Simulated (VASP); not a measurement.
# P (I4/mmm) in VASP: single point with PBEsol

Aim: the single point of P with PBEsol.

Program: VASP 6.6.1. These are calculated values, not measurements. Logs are shortened: lines on timing, memory, paths and dates and some standing lists are left out, and cuts for length are marked.

## Step 1: The cell of the first run

It takes space group I4/mmm (No. 139, tetragonal). The conventional cell has a = 2.367 Å, b = 2.367 Å, c = 5.295 Å, α = 90.00°, β = 90.00°, γ = 90.00°. Within 3.2 Å of P (site symmetry 4/mmm) lie 12 P at 2.37 to 3.13 Å.

## Step 2: Single point, PBEsol

INCAR

```
  PREC = Accurate
  ENCUT = 500
  EDIFF = 1E-6
  ISMEAR = 0
  SIGMA = 0.1
  LREAL = False
  LASPH = True
  NELM = 120
  ALGO = Normal
  ISIF = 2
  LWAVE = False
  LCHARG = False
  GGA = PS
  NBANDS = 8
  GGA_COMPAT = False
```

KPOINTS

```
Automatic mesh
0
Gamma
  8 8 8
```

POSCAR

```
P
1.0
   -1.1837285636      1.1837285636      2.6477313919
    1.1837285636     -1.1837285636      2.6477313919
    1.1837285636      1.1837285636     -2.6477313919
P
1
Direct
    0.0000000000      0.0000000000      0.0000000000
```

Potentials or basis: VASP PAW PBE potentials, release 64 (P).

On the command line:

```sh
> cat potpaw_PBE.64/P/POTCAR > POTCAR
> mpirun -np 1 vasp_std > vasp.out
```

OUTCAR:

```text
PREC = Accurate
   ENCUT = 500
   EDIFF = 1E-6
   ISMEAR = 0
   LREAL = False
   LASPH = True
   NELM = 120
   ISIF = 2
   GGA = PS

 ion  position               nearest neighbor table
   1  0.000  0.000  0.000-

  LATTYP: Found a body centered tetragonal cell.
 ALAT       =     2.3674571272
 C/A-ratio  =     2.2367724099

  Lattice vectors:

 A1 = (  -1.1837285636,   1.1837285636,   2.6477313919)
 A2 = (   1.1837285636,  -1.1837285636,   2.6477313919)
 A3 = (   1.1837285636,   1.1837285636,  -2.6477313919)

Analysis of symmetry for initial positions (statically):
=====================================================================
 Subroutine PRICEL returns:
 Original cell was already a primitive cell.

 Routine SETGRP: Setting up the symmetry group for a
 body centered tetragonal supercell.

 Subroutine GETGRP returns: Found 16 space group operations
 (whereof 16 operations were pure point group operations)
 out of a pool of 16 trial point group operations.

The static configuration has the point symmetry D_4h.

Analysis of symmetry for dynamics (positions and initial velocities):
=====================================================================
 Subroutine PRICEL returns:
 Original cell was already a primitive cell.

 Routine SETGRP: Setting up the symmetry group for a
 body centered tetragonal supercell.

 Subroutine GETGRP returns: Found 16 space group operations
 (whereof 16 operations were pure point group operations)
 out of a pool of 16 trial point group operations.

The dynamic configuration has the point symmetry D_4h.

 Subroutine INISYM returns: Found 16 space group operations
 (whereof 16 operations are pure point group operations),
 and found     1 'primitive' translations

----------------------------------------------------------------------------------------

                                     Primitive cell

  volume of cell :      14.8401

  direct lattice vectors                    reciprocal lattice vectors
    -1.183728564  1.183728564  2.647731392     0.000000000  0.422394133  0.188840908
     1.183728564 -1.183728564  2.647731392     0.422394133  0.000000000  0.188840908
     1.183728564  1.183728564 -2.647731392     0.422394133  0.422394133  0.000000000

  length of vectors
     3.132556168  3.132556168  3.132556168     0.462685305  0.462685305  0.597355511

  position of ions in fractional coordinates (direct lattice)
     0.000000000  0.000000000  0.000000000

  ion indices of the primitive-cell ions
[... 71 lines left out ...]
   LASPH  =      T    aspherical Exc in radial PAW
   ENCUT  =  500.0 eV  36.75 Ry    6.06 a.u.   5.71  5.71  5.71*2*pi/ulx,y,z
   NELM   =    120;   NELMIN=  2; NELMDL= -5     # of ELM steps
   EDIFF  = 0.1E-05   stopping-criterion for ELM
   LREAL  =      F    real-space projection
   EDIFFG = 0.1E-04   stopping-criterion for IOM
   NSW    =      0    number of steps for IOM
   IBRION =     -1    ionic relax: 0-MD 1-quasi-New 2-CG
   NFREE  =      0    steps in history (QN), initial steepest desc. (CG)
   ISIF   =      2    stress and relaxation
   ISYM   =      2    0-nonsym 1-usesym 2-fastsym
   POTIM  = 0.5000    time-step for ionic-motion
   TEBEG  =    0.0;   TEEND  =   0.0 temperature during run
   PSTRESS=    0.0 pullay stress
   NELECT =       5.0000    total number of electrons
   NUPDOWN=      -1.0000    fix difference up-down
   EMIN   =  10.00;   EMAX   =-10.00  energy-range for DOS
   EFERMI =   0.00;   METHOD = LEGACY
   ISMEAR =     0;   SIGMA  =   0.10  broadening in eV -4-tet -1-fermi 0-gaus
   EFERMI_NEDOS =   21; number of points for ismear=-14 and -15
   IALGO  =     38    algorithm
   IMIX   =      4    mixing-type and parameters
     AMIX     =   0.40;   BMIX     =  1.00
     AMIX_MAG =   1.60;   BMIX_MAG =  1.00
  volume/ion in A,a.u.               =      14.84       100.15
  Fermi-wavevector in a.u.,A,eV,Ry     =   1.139162  2.152704 17.656141  1.297690
  Thomas-Fermi vector in A             =   2.275866
   LORBIT       =      0    0 simple, 1 ext, 2 COOP (PROOUT), +10 PAW based schemes
   GGA     = PS    functional components
   LHFCALC =     F    Hartree Fock is set to
   AEXX    =    0.0000 exact exchange contribution
   IVDW    =     0    specifies the selected vdW correction
   LEPSILON=     F    determine dielectric tensor
   LRPA    =     F    only Hartree local field effects (RPA)
 non-spin polarized calculation
 Gauss-broadening in eV      SIGMA  =   0.10
  energy-cutoff  :      500.00
  volume of cell :       14.84
 maximum number of plane-waves:       389
   NGX = 11   NGY = 11   NGZ = 11

 number of electron       4.9999999 magnetization

 Free energy of the ion-electron system (eV)
  ---------------------------------------------------
  ext. energy  EPLUGINS =         0.00000000
  ---------------------------------------------------
  free energy    TOTEN  =        -5.25972669 eV

  energy without entropy =       -5.25796034  energy(sigma->0) =       -5.25884351

 E-fermi :   9.1936     XC(G=0): -11.3579

 val. band max:        9.1243313203   @ k =   0.1250   0.1250   0.0000
 cond. band min:       9.2504993079   @ k =  -0.1250   0.1250   0.1250
 fundamental gap:      0.1261679876
 Fermi energy:         9.1935854897

 k-point     1 :       0.0000    0.0000    0.0000
  band No.  band energies     occupation
      1      -7.0375      2.00000
      2      10.8516      0.00000
      3      15.7387      0.00000
      4      17.5012      0.00000
      5      17.5012      0.00000
      6      18.3992      0.00000
      7      25.5092      0.00000
      8      25.5092      0.00000
[... 243 lines left out ...]
 k-point    24 :       0.3750    0.1250    0.1250
  band No.  band energies     occupation
      1       0.8243      2.00000
      2       2.6608      2.00000
      3      10.5349      0.00000
      4      12.2776      0.00000
      5      15.3442      0.00000
      6      16.9015      0.00000
      7      23.6792      0.00000
      8      27.4842      0.00000

 [... further k-points ...]
[... 5 lines left out ...]
  --------------------------------------------------------------------------------------
  -------------------------------------------------------------------------------------
  Total       -0.0055144     -0.0055144      0.0380016      0.0000000      0.0000000      0.0000000
  in kB       -0.5953473     -0.5953473      4.1027392      0.0000000      0.0000000      0.0000000
  external PRESSURE =       0.9706815 kB  Pullay stress =       0.0000000 kB

 VOLUME and BASIS-vectors are now :
 -----------------------------------------------------------------------------
  energy-cutoff  :      500.00
  volume of cell :       14.84
      direct lattice vectors                 reciprocal lattice vectors
    -1.183728564  1.183728564  2.647731392     0.000000000  0.422394133  0.188840908
     1.183728564 -1.183728564  2.647731392     0.422394133  0.000000000  0.188840908
     1.183728564  1.183728564 -2.647731392     0.422394133  0.422394133  0.000000000

 POSITION                                       TOTAL-FORCE (eV/Angst)
 -----------------------------------------------------------------------------------
      0.00000      0.00000      0.00000         0.000000      0.000000     -0.000000
 -----------------------------------------------------------------------------------
    total drift:                                0.000000      0.000000     -0.000000

  FREE ENERGIE OF THE ION-ELECTRON SYSTEM (eV)
  ---------------------------------------------------
  free  energy   TOTEN  =        -5.2597266880 eV

  energy  without entropy=       -5.2579603380  energy(sigma->0) =       -5.25884351
```

It took 12 s on 1 thread of AMD EPYC 7R43 (Zen 3), shared host; peak memory 0.09 GiB.

What came out:

```
Free energy            : -5.2597 eV
Pressure               : 0.1 GPa
Band gap on the k mesh : zero (an odd number of electrons rules out a gap without spin polarisation)
```

Levels at points of the mesh, in eV from the Fermi level:
```csv
k point,band 1,band 2,band 3,band 4,band 5,band 6
"(0.00, 0.00, 0.00)",-16.23,1.66,6.55,8.31,8.31,9.21
"(0.50, 0.00, 0.00)",-9.91,-7.91,0.25,4.45,10.56,14.55
"(0.50, 0.50, 0.00)",-4.75,-3.99,-2.72,2.53,2.78,5.41
"(0.50, 0.50, 0.50)",-13.38,-8.07,6.57,6.57,7.59,11.94
```

Caveat: the k points lie up to 0.36 Å⁻¹ apart, too coarse for converged energies and pressures of a metal; the PAW data sets were made with another functional, which shifts forces and pressure a little.
